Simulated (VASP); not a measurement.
A run of VASP 6.6.1:

INCAR

```
  ALGO = Normal
  EDIFF = 1E-6
  ENCUT = 520
  GGA = PS
  ISIF = 2
  ISMEAR = -1
  LASPH = True
  LCHARG = True
  LELF = True
  LREAL = False
  LVHAR = True
  LWAVE = False
  NBANDS = 19
  NELM = 100
  PREC = Accurate
  SIGMA = 0.1
```

KPOINTS

```
k-points
0
Gamma
  17 17 17
```

Contents of POSCAR:

```
Ti
1.0
   -2.2693184421      2.2693184421      1.3128014189
    2.2693184421     -2.2693184421      1.3128014189
    2.2693184421      2.2693184421     -1.3128014189
Ti
2
Direct
   -0.3750000000     -0.1250000000     -0.2500000000
    0.3750000000      0.1250000000      0.2500000000
```

Potentials or basis: VASP PAW PBE potentials, release 64 (Ti_sv).

Launch:

```bash
$ cat potpaw_PBE.64/Ti_sv/POTCAR > POTCAR
$ mpirun -np 1 vasp_std > vasp.out
```

Hardware: 1 thread of Intel(R) Xeon(R) Platinum 8488C (Sapphire Rapids), with other jobs on the host.

Q: Estimate the wall time of this run.

A: Run time: 3.6 min on 1 thread of Intel(R) Xeon(R) Platinum 8488C (Sapphire Rapids), on a shared host, peak memory 0.28 GiB. Counts: scf iterations 13, k points 405.
